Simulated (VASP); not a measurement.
Input of a VASP 6.6.1 run:

INCAR

```
SYSTEM = TiC
  PREC = Accurate
  ENCUT = 520
  EDIFF = 1E-7
  ISMEAR = 0
  SIGMA = 0.1
  LREAL = .FALSE.
  LASPH = .TRUE.
  NELM = 80
  ALGO = Normal
  ISIF = 2
  LWAVE = .FALSE.
  LCHARG = .FALSE.
  LDIPOL = .TRUE.
  IDIPOL = 3
  DIPOL = 0.5 0.5 0.500
  GGA = PE
  IBRION = 2
  NSW = 80
  EDIFFG = -0.02
  KPAR = 4
```

File KPOINTS:

```
Automatic mesh
0
G
  12 12 1
  0 0 0
```

The input POSCAR:

```
TiC
1.0
    3.0638392697      0.0000000000      0.0000000000
   -1.5319196349      2.6533626407      0.0000000000
    0.0000000000      0.0000000000     26.2572642972
C Ti
5 5
Direct
    0.3333333333      0.6666666667      0.2856352404
    0.0000000000      0.0000000000      0.3809084669
    0.6666666667      0.3333333333      0.4761816934
    0.3333333333      0.6666666667      0.5714549199
    0.0000000000      0.0000000000      0.6667281463
    0.6666666667      0.3333333333      0.3332718537
    0.3333333333      0.6666666667      0.4285450801
    0.0000000000      0.0000000000      0.5238183066
    0.6666666667      0.3333333333      0.6190915331
    0.3333333333      0.6666666667      0.7143647596
```

Potentials or basis: VASP PAW PBE potentials, release 64 (C, Ti_sv).

Run with:

```bash
$ cat potpaw_PBE.64/C/POTCAR potpaw_PBE.64/Ti_sv/POTCAR > POTCAR
$ mpirun -np 4 vasp_std > vasp.out
```

(1) What does it give for the energy gained by relaxing?

(2) What does it give for the band gap on the k mesh?

Results:

(1) 29.7 meV/atom.

(2) zero (bands 40 and 41 overlap by 0.60 eV).
